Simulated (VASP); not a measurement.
Write the native input for VASP 6.6.1 that does the following.

```yaml
Task: single point
Functional: PBEsol
Potentials_or_basis: VASP PAW PBE potentials, release 64 (Ca_sv, O)
Cutoff: 600 eV
k_mesh: 9 × 9 × 9
Occupations: fermi-dirac, width 0.03 eV
Spin: no spin polarisation
Dipole_correction: no
Further_INCAR_settings: ALGO = Normal; EDIFF = 1e-06; NBANDS = 15
```

The structure of CaO lies in POSCAR:

```
CaO
1.0
    0.0000000000      2.4490000000      2.4490000000
    2.4490000000      0.0000000000      2.4490000000
    2.4490000000      2.4490000000      0.0000000000
Ca O
1 1
Direct
    0.0000000000      0.0000000000      0.0000000000
    0.5000000000      0.5000000000      0.5000000000
```

These files were run (other wordings do the same):

INCAR

```
PREC = Accurate
ENCUT = 600
EDIFF = 1E-6
ISMEAR = -1
SIGMA = 0.03
LREAL = F
LASPH = T
NELM = 120
ALGO = Normal
ISIF = 2
LWAVE = F
LCHARG = F
GGA = PS
NBANDS = 15
GGA_COMPAT = F
```

KPOINTS

```
Automatic mesh
0
Gamma
  9 9 9
```

Potentials or basis: VASP PAW PBE potentials, release 64 (Ca_sv, O).

Launch:

```sh
$ cat potpaw_PBE.64/Ca_sv/POTCAR potpaw_PBE.64/O/POTCAR > POTCAR
$ mpirun -np 1 vasp_std > vasp.out
```

It gave:

The pressure is -7.5 GPa. The band gap on the k mesh is 3.61 eV (least direct gap 3.99 eV).

Caveat: the cell stands under tension; the PAW data sets were made with another functional, which shifts forces and pressure a little; an odd mesh through Γ misses points on the zone boundary, where band edges can lie.

Run time: 19 s on 1 thread of Intel(R) Xeon(R) Platinum 8259CL CPU @ 2.50GHz (Skylake/Cascade Lake), on a shared host, peak memory 0.16 GiB.
